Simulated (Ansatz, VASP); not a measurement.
**Two plane-wave programs on BAs**

```
CELL_PARAMETERS angstrom
0.00000 2.40432 2.40432
2.40432 0.00000 2.40432
2.40432 2.40432 0.00000
ATOMIC_POSITIONS crystal
B 0.00000 0.00000 0.00000
As 0.25000 0.25000 0.25000
```

Change from the starting cell: volume scaled by 1.02, ions relaxed.

Alike in both runs: task relaxation of the atoms; functional PBE; k mesh 16 × 16 × 16; occupations fermi-dirac, width 0.02 eV; no spin polarisation.

|  | VASP | Ansatz |
| --- | --- | --- |
| version | VASP 6.6.1 | Ansatz 0.2.0 |
| potentials or method | VASP PAW PBE potentials, release 64 (B, As) | plane-wave PAW, scalar-relativistic |
| plane-wave cutoff (eV) | 520 | 420 |
| valence electrons in the cell | 8 | 18 |

Ansatz gave:

```
gap on the k mesh at the Fermi level, each at its own relaxed structure (eV) : 1.22
```

Problem. What did VASP give for the same quantities?

Solution. gap on the k mesh at the Fermi level, each at its own relaxed structure (eV): 1.21.

VASP's potentials hold 8 valence electrons a cell and Ansatz's 18, so a difference there can come from the potentials and not from the codes. Ansatz's warnings: stress scf threshold loose.

Noted on VASP's run: the relaxation stopped at its first step, so nothing moved.
